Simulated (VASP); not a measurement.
The system is TiC.

```xyz
2
Lattice="0.0000 2.1215 2.1215 2.1215 0.0000 2.1215 2.1215 2.1215 0.0000" Properties=species:S:1:pos:R:3 pbc="T T T"
Ti    0.0000    0.0000    0.0000
C     2.1215    2.1215    2.1215
```

Base run:

- Program: VASP 6.6.1
- Functional: BLYP
- Potentials or basis: VASP PAW PBE potentials, release 64 (Ti_sv, C)
- Cutoff: 520 eV
- k mesh: 11 × 11 × 11
- Occupations: fermi-dirac, width 0.05 eV
- Spin: no spin polarisation

Its results: band gap on the k mesh zero (band 8 reaches 11.30 eV, above the bottom of band 9 at 10.18 eV); pressure 27.4 GPa.

**Question.** The run is repeated on the same cell with these changes: functional from BLYP to r2SCAN. What comes out?

**Answer.** Band gap on the k mesh zero (band 8 reaches 11.12 eV, above the bottom of band 9 at 9.76 eV); pressure 18.6 GPa.

Caveats: the PAW data sets were made with another functional, which shifts forces and pressure a little.
